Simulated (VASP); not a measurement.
Here is a VASP 6.6.1 calculation.

The input INCAR:

```
SYSTEM = Y2AlN3
PREC = Accurate ; ENCUT = 520
EDIFF = 1E-6 ; ISMEAR = 0
SIGMA = 0.1 ; LREAL = .FALSE.
LASPH = .TRUE. ; NELM = 80
ALGO = Normal ; ISIF = 2
LWAVE = .FALSE. ; LCHARG = .TRUE.
GGA = PE ; LELF = .TRUE.
LVHAR = .TRUE. ; NBANDS = 29
```

KPOINTS

```
Automatic mesh
0
G
  6 6 6
  0 0 0
```

File POSCAR:

```
Y2AlN3
1.0
    5.5898395198      0.0000000000      0.0000000000
   -2.7949197599      4.8409430273      0.0000000000
    0.0000000000      0.0000000000      3.2135767146
Y Al N
2 1 3
Direct
    0.3333333333      0.6666666667      0.0847625319
    0.6666666667      0.3333333333      0.9152374681
    0.0000000000      0.0000000000      0.5000000000
    0.3315876326      0.0000000000      0.5000000000
    0.0000000000      0.3315876326      0.5000000000
    0.6684123674      0.6684123674      0.5000000000
```

Potentials or basis: VASP PAW PBE potentials, release 64 (Y_sv, Al, N).

Run with:

```bash
$ cat potpaw_PBE.64/Y_sv/POTCAR potpaw_PBE.64/Al/POTCAR potpaw_PBE.64/N/POTCAR > POTCAR
$ mpirun -np 1 vasp_std > vasp.out
```

(1) Estimate the largest force.

(2) What does it give for the band gap on the k mesh?

(3) Predict the pressure.

Answers

(1) 0.013 eV/Å.

(2) 1.74 eV (least direct gap 1.96 eV).

(3) -0.4 GPa.
